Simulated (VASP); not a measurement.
# InSb (Pmmn) in VASP: a series of runs, part 2 of 3

VASP 6.6.1. The steps go on from the part before.

### 4 Electric field gradients, PBE (equal xx and yy strain of -2 %)

Contents of INCAR:

```
SYSTEM = InSb
PREC = Accurate
ENCUT = 520
EDIFF = 1E-8
ISMEAR = -1
SIGMA = 0.08
LREAL = .False.
LASPH = .True.
NELM = 100
ALGO = Normal
ISIF = 2
LWAVE = .False.
LCHARG = .False.
GGA = PE
LEFG = .True.
NBANDS = 26
```

Contents of KPOINTS:

```
regular mesh
0
Gamma
  6 6 11
  0 0 0
```

Contents of POSCAR:

```
InSb
1.0
    5.2498600000      0.0000000000      0.0000000000
    0.0000000000      5.5977600000      0.0000000000
    0.0000000000      0.0000000000      3.0630000000
In Sb
2 2
Direct
    0.0000000000      0.0000000000      0.0000000000
    0.5000000000      0.5000000000      0.0000000000
    0.5000000000      0.0000000000      0.8350000000
    0.0000000000      0.5000000000      0.1650000000
```

Potentials or basis: VASP PAW PBE potentials, release 64 (In_d, Sb).

Run with:

```
cat potpaw_PBE.64/In_d/POTCAR potpaw_PBE.64/Sb/POTCAR > POTCAR
mpirun -np 1 vasp_std > vasp.out
```

OUTCAR:

```text
SYSTEM = InSb
   PREC = Accurate
   ENCUT = 520
   EDIFF = 1E-8
   ISMEAR = -1
   LREAL = .False.
   LASPH = .True.
   NELM = 100
   ISIF = 2
   GGA = PE

 ion  position               nearest neighbor table
   1  0.000  0.000  0.000-   3 2.67   3 2.67   4 2.84   4 2.84   3 3.66   3 3.66   4 3.79   4 3.79
                             2 3.84   2 3.84   2 3.84   2 3.84
   2  0.500  0.500  0.000-   4 2.67   4 2.67   3 2.84   3 2.84   4 3.66   4 3.66   3 3.79   3 3.79
                             1 3.84   1 3.84   1 3.84   1 3.84
   3  0.500  0.000  0.835-   1 2.67   1 2.67   2 2.84   2 2.84   1 3.66   1 3.66   2 3.79   2 3.79

   4  0.000  0.500  0.165-   2 2.67   2 2.67   1 2.84   1 2.84   2 3.66   2 3.66   1 3.79   1 3.79

  LATTYP: Found a simple orthorhombic cell.
 ALAT       =     3.0630000000
 B/A-ratio  =     1.7139601698
 C/A-ratio  =     1.8275416259

  Lattice vectors:

 A1 = (   0.0000000000,   0.0000000000,   3.0630000000)
 A2 = (   5.2498600000,   0.0000000000,   0.0000000000)
 A3 = (   0.0000000000,   5.5977600000,   0.0000000000)

Analysis of symmetry for initial positions (statically):
[... 907 lines left out ...]
      2.62493      0.00000      2.55761         0.000000      0.000000     -0.997873
      0.00000      2.79888      0.50539         0.000000      0.000000      0.997873
 -----------------------------------------------------------------------------------
    total drift:                               -0.000000      0.000000     -0.000000

  FREE ENERGIE OF THE ION-ELECTRON SYSTEM (eV)
  ---------------------------------------------------
  free  energy   TOTEN  =       -11.5391167062 eV

  energy  without entropy=      -11.5040284654  energy(sigma->0) =      -11.52157259

 Electric field gradients (V/A^2)
---------------------------------------------------------------------
 ion       V_xx      V_yy      V_zz      V_xy      V_xz      V_yz
---------------------------------------------------------------------
   1     -93.178    10.363    82.815     0.000    -0.000     0.000
   2     -93.178    10.363    82.815     0.000     0.000     0.000
   3     -90.605   -66.296   156.900    -0.000     0.000    -0.000
   4     -90.605   -66.296   156.900    -0.000     0.000     0.000
---------------------------------------------------------------------

 Electric field gradients after diagonalization (V/A^2)
 (convention: |V_zz| > |V_xx| > |V_yy|)
----------------------------------------------------------------------
 ion       V_xx      V_yy      V_zz     asymmetry (V_yy - V_xx)/ V_zz
----------------------------------------------------------------------
   1      82.815    10.363   -93.178       0.778
   2      82.815    10.363   -93.178       0.778
   3     -90.605   -66.296   156.900       0.155
   4     -90.605   -66.296   156.900       0.155
----------------------------------------------------------------------

           NMR quadrupolar parameters

 Cq : quadrupolar parameter    Cq=e*Q*V_zz/h
 eta: asymmetry parameters     (V_yy - V_xx)/ V_zz
 Q  : nuclear electric quadrupole moment in mb (millibarn)
----------------------------------------------------------------------
 ion       Cq(MHz)       eta       Q (mb)
----------------------------------------------------------------------
   1      -0.225       0.778       1.000
   2      -0.225       0.778       1.000
   3       0.379       0.155       1.000
   4       0.379       0.155       1.000
----------------------------------------------------------------------
```

OSZICAR:

```text
N       E                     dE             d eps       ncg     rms          rms(c)
DAV:   1     0.304113514798E+03    0.30411E+03   -0.15865E+04  5000   0.159E+03
DAV:   2     0.154712274451E+02   -0.28864E+03   -0.28166E+03  5238   0.390E+02
DAV:   3    -0.106962310780E+02   -0.26167E+02   -0.25652E+02  6258   0.130E+02
DAV:   4    -0.116533914239E+02   -0.95716E+00   -0.95366E+00  6014   0.254E+01
DAV:   5    -0.117071795333E+02   -0.53788E-01   -0.53780E-01  7778   0.547E+00    0.745E+00
DAV:   6    -0.115657950872E+02    0.14138E+00   -0.24503E-01  6926   0.829E+00    0.411E+00
DAV:   7    -0.115411292144E+02    0.24666E-01   -0.11204E-01  7056   0.389E+00    0.802E-01
DAV:   8    -0.115390053455E+02    0.21239E-02   -0.15200E-02  6654   0.156E+00    0.429E-01
DAV:   9    -0.115391191654E+02   -0.11382E-03   -0.10735E-03  6678   0.231E-01    0.929E-02
DAV:  10    -0.115391115998E+02    0.75656E-05   -0.44022E-05  7006   0.689E-02    0.331E-02
DAV:  11    -0.115391175679E+02   -0.59681E-05   -0.84055E-06  6182   0.263E-02    0.157E-02
DAV:  12    -0.115391174466E+02    0.12130E-06   -0.57247E-07  6938   0.691E-03    0.378E-03
DAV:  13    -0.115391167738E+02    0.67274E-06   -0.13133E-07  6822   0.415E-03    0.173E-03
DAV:  14    -0.115391167159E+02    0.57956E-07   -0.16737E-08  4016   0.897E-04    0.504E-04
DAV:  15    -0.115391167011E+02    0.14802E-07   -0.36127E-09  2802   0.497E-04    0.178E-04
DAV:  16    -0.115391167062E+02   -0.51573E-08   -0.93906E-10  2732   0.304E-04
   1 F= -.11539117E+02 E0= -.11521573E+02  d E =-.350882E-01
```

It took 3.5 min on 1 thread of Intel Xeon Platinum 8259CL at 2.50GHz (Skylake/Cascade Lake), shared host; peak memory 0.33 GiB.

Results:

```
Free energy            : -11.5391 eV
Pressure               : 23.7 GPa
Largest force          : 0.998 eV/Å
Band gap on the k mesh : zero (band 18 reaches 12.19 eV, above the bottom of band 19 at 8.50 eV)
```

Forces in eV/Å, atoms in the order of the input:
```
In   0.000  0.000  0.342
In   0.000  0.000 -0.342
Sb   0.000  0.000 -0.998
Sb   0.000  0.000  0.998
```

Electric field gradients, principal values (V/Å²):
```tsv
atom	least	middle	greatest (by size)
1 In	10.363	82.815	-93.178
2 In	10.363	82.815	-93.178
3 Sb	-66.296	-90.605	156.900
4 Sb	-66.296	-90.605	156.900
```

Caveat: the cell differs from its parent crystal (equal xx and yy strain of -2 %); without QUAD_EFG the Cq values of the log hold for a quadrupole moment of 1 mb, not for the nuclei; spin-orbit coupling is left out, which moves the levels of the heavy elements.

### 5 Electric field gradients, PBE (volume scaled by 0.94)

Contents of INCAR:

```
ALGO = Normal
EDIFF = 1E-8
ENCUT = 520
GGA = PE
ISIF = 2
ISMEAR = -1
LASPH = T
LCHARG = F
LEFG = T
LREAL = F
LWAVE = F
NBANDS = 26
NELM = 80
PREC = Accurate
SIGMA = 0.08
```

Contents of KPOINTS:

```
k-points
0
Gamma
  6 6 11
```

Contents of POSCAR:

```
InSb
1.0
    5.2476427844      0.0000000000      0.0000000000
    0.0000000000      5.5953958530      0.0000000000
    0.0000000000      0.0000000000      3.0004722510
In Sb
2 2
Direct
    0.0000000000      0.0000000000      0.0000000000
    0.5000000000      0.5000000000      0.0000000000
    0.5000000000      0.0000000000      0.8350000000
    0.0000000000      0.5000000000      0.1650000000
```

Potentials or basis: VASP PAW PBE potentials, release 64 (In_d, Sb).

Run with:

```
cat potpaw_PBE.64/In_d/POTCAR potpaw_PBE.64/Sb/POTCAR > POTCAR
mpirun -np 1 vasp_std > vasp.out
```

OUTCAR:

```text
EDIFF = 1E-8
   ENCUT = 520
   GGA = PE
   ISIF = 2
   ISMEAR = -1
   LASPH = T
   LREAL = F
   NELM = 80
   PREC = Accurate

 ion  position               nearest neighbor table
   1  0.000  0.000  0.000-   3 2.67   3 2.67   4 2.84   4 2.84   3 3.63   3 3.63   4 3.76   4 3.76
                             2 3.84   2 3.84   2 3.84   2 3.84
   2  0.500  0.500  0.000-   4 2.67   4 2.67   3 2.84   3 2.84   4 3.63   4 3.63   3 3.76   3 3.76
                             1 3.84   1 3.84   1 3.84   1 3.84
   3  0.500  0.000  0.835-   1 2.67   1 2.67   2 2.84   2 2.84   1 3.63   1 3.63   2 3.76   2 3.76

   4  0.000  0.500  0.165-   2 2.67   2 2.67   1 2.84   1 2.84   2 3.63   2 3.63   1 3.76   1 3.76

  LATTYP: Found a simple orthorhombic cell.
 ALAT       =     3.0004722510
 B/A-ratio  =     1.7489389487
[... 931 lines left out ...]
   1     -86.194    14.542    71.652     0.000    -0.000     0.000
   2     -86.194    14.542    71.652     0.000     0.000     0.000
   3     -87.209   -68.665   155.874    -0.000     0.000    -0.000
   4     -87.209   -68.665   155.874     0.000     0.000     0.000
---------------------------------------------------------------------

 Electric field gradients after diagonalization (V/A^2)
 (convention: |V_zz| > |V_xx| > |V_yy|)
----------------------------------------------------------------------
 ion       V_xx      V_yy      V_zz     asymmetry (V_yy - V_xx)/ V_zz
----------------------------------------------------------------------
   1      71.652    14.542   -86.194       0.663
   2      71.652    14.542   -86.194       0.663
   3     -87.209   -68.665   155.874       0.119
   4     -87.209   -68.665   155.874       0.119
----------------------------------------------------------------------

           NMR quadrupolar parameters

 Cq : quadrupolar parameter    Cq=e*Q*V_zz/h
 eta: asymmetry parameters     (V_yy - V_xx)/ V_zz
 Q  : nuclear electric quadrupole moment in mb (millibarn)
----------------------------------------------------------------------
 ion       Cq(MHz)       eta       Q (mb)
----------------------------------------------------------------------
   1      -0.208       0.663       1.000
   2      -0.208       0.663       1.000
   3       0.377       0.119       1.000
   4       0.377       0.119       1.000
----------------------------------------------------------------------
```

It took 2.3 min on 1 thread of Intel Xeon 6975P-C, shared host; peak memory 0.33 GiB.

What came out:

| Property | Result |
| --- | --- |
| Free energy | -11.3696 eV |
| Pressure | 26.4 GPa |
| Largest force | 0.950 eV/Å |
| Band gap on the k mesh | zero (band 18 reaches 12.43 eV, above the bottom of band 19 at 8.76 eV) |

Forces in eV/Å, atoms in the order of the input:
```
In   0.000  0.000  0.322
In   0.000  0.000 -0.322
Sb   0.000  0.000 -0.950
Sb   0.000  0.000  0.950
```

Electric field gradients, principal values (V/Å²):
| atom | least | middle | greatest (by size) |
| --- | --- | --- | --- |
| 1 In | 14.542 | 71.652 | -86.194 |
| 2 In | 14.542 | 71.652 | -86.194 |
| 3 Sb | -68.665 | -87.209 | 155.874 |
| 4 Sb | -68.665 | -87.209 | 155.874 |

Caveat: without QUAD_EFG the Cq values of the log hold for a quadrupole moment of 1 mb, not for the nuclei; spin-orbit coupling is left out, which moves the levels of the heavy elements.

(Part 2 of 3 ends here.)
